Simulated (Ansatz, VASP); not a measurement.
Two plane-wave programs on Al

Contents of INCAR:

```
PREC = Accurate ; ENCUT = 520
EDIFF = 1E-6 ; ISMEAR = 0
SIGMA = 0.15 ; LREAL = False
LASPH = True ; NELM = 60
ALGO = Normal ; ISIF = 2
LWAVE = False ; LCHARG = True
GGA = PE ; IVDW = 12
LELF = True ; LVHAR = True
NBANDS = 14
```

Contents of KPOINTS:

```
regular mesh
0
Gamma
  18 18 6
```

POSCAR

```
Al
1.0
    2.7372742987      0.0000000000      0.0000000000
   -1.3686371494      2.3705490798      0.0000000000
    0.0000000000      0.0000000000      8.9877346965
Al
4
Direct
    0.0000000000      0.0000000000      0.0000000000
    0.3333333333      0.6666666667      0.2500000000
    0.0000000000      0.0000000000      0.5000000000
    0.6666666667      0.3333333333      0.7500000000
```

Input for Ansatz:

```yaml
crystal:
  lattice:
    - [2.7372742987, 0.0, 0.0]
    - [-1.3686371494, 2.3705490798, 0.0]
    - [0.0, 0.0, 8.9877346965]
  atoms:
    - { symbol: Al, position: [0.0, 0.0, 0.0] }
    - { symbol: Al, position: [0.3333333333, 0.6666666667, 0.25] }
    - { symbol: Al, position: [0.0, 0.0, 0.5] }
    - { symbol: Al, position: [0.6666666667, 0.3333333333, 0.75] }
basis:
  ecutwfc: 420
kpoints:
  mp_grid: { grid: [18, 18, 6] }
hamiltonian:
  xc: pbe
  pseudopotentials: { kind: paw, azcp: { folder: soft_1 } }
  dispersion: d3bj
scf:
  occupations: { method: gaussian, width: 0.15 }
output:
  forces: true
  stress: true
  eigenvalues: true
```

Alike in both runs: task single point; functional PBE; dispersion D3(BJ); k mesh 18 × 18 × 6; occupations gaussian, width 0.15 eV; no spin polarisation.

|  | VASP | Ansatz |
| --- | --- | --- |
| version | VASP 6.6.1 | Ansatz 0.2.0 |
| potentials or method | VASP PAW PBE potentials, release 64 (Al), cutoff 520 eV | scalar-relativistic, plane waves, PAW |
| valence electrons in the cell | 12 | 12 |

|  | VASP | Ansatz | Ansatz less VASP |
| --- | --- | --- | --- |
| gap on the k mesh at the Fermi level (eV) | none | none | - |
| pressure (GPa) | 8.6 | 8.6 | -0.01 |
| traceless stress, the component that is largest in VASP (GPa) | -0.11 | -0.11 | -0.001 |

A gap of «none» marks a metal or a gap that the smearing closes.
